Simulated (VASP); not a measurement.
Here is a VASP 6.6.1 calculation.

File INCAR:

```
  ALGO = Normal
  EDIFF = 1E-6
  ENCUT = 520
  GGA = PS
  ISIF = 2
  ISMEAR = -1
  LASPH = T
  LCHARG = T
  LELF = T
  LREAL = F
  LVHAR = T
  LWAVE = F
  NBANDS = 13
  NELM = 80
  PREC = Accurate
  SIGMA = 0.1
```

The input KPOINTS:

```
k-points
0
Gamma
  11 11 11
```

POSCAR

```
Te
1.0
    0.0000000000      3.3084078775      3.3084078775
    3.3084078775      0.0000000000      3.3084078775
    3.3084078775      3.3084078775      0.0000000000
Te
2
Direct
   -0.1250000000     -0.1250000000     -0.1250000000
    0.1250000000      0.1250000000      0.1250000000
```

Potentials or basis: VASP PAW PBE potentials, release 64 (Te).

Launch:

```bash
$ cat potpaw_PBE.64/Te/POTCAR > POTCAR
$ mpirun -np 1 vasp_std > vasp.out
```

(1) Predict the pressure.

(2) Estimate the band gap on the k mesh.

Results:

(1) 9.0 GPa.

(2) zero (band 6 reaches 6.01 eV, above the bottom of band 7 at 4.61 eV).

Caveat: the PAW data sets were made with another functional, which shifts forces and pressure a little; spin-orbit coupling is left out, which moves the levels of the heavy elements.
